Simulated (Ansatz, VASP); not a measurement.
## One calculation of MnO, two programs

```
CELL_PARAMETERS angstrom
0.00000 2.43651 2.38778
2.43651 0.00000 2.38778
2.43651 2.43651 0.00000
ATOMIC_POSITIONS crystal
Mn 0.00000 0.00000 0.00000
O 0.25000 0.25000 0.25000
```

Alike in both runs: task single point; functional PBE; k mesh 8 × 8 × 8; occupations fermi-dirac, width 0.05 eV; collinear spin.

```csv
,VASP,Ansatz
version,VASP 6.6.1,Ansatz 0.2.0
potentials or method,"VASP PAW PBE potentials, release 64 (Mn_pv, O)",Ansatz PAW
plane-wave cutoff (eV),520,420
valence electrons in the cell,19,21
```

|  | VASP | Ansatz | Ansatz less VASP |
| --- | --- | --- | --- |
| pressure (GPa) | -2.5 | -2.8 | -0.28 |
| traceless stress, the component that is largest in VASP (GPa) | 0.32 | 0.33 | +0.007 |
| net moment per atom (μB) | 2.50 | 2.50 | 0.000 |
| size of the moment on the site where the two differ most (μB) | 4.43 | 4.00 | -0.429 |

Site moments also hang on the region over which each program counts them. VASP's potentials hold 19 valence electrons a cell and Ansatz's 21, so a difference there can come from the potentials and not from the codes.
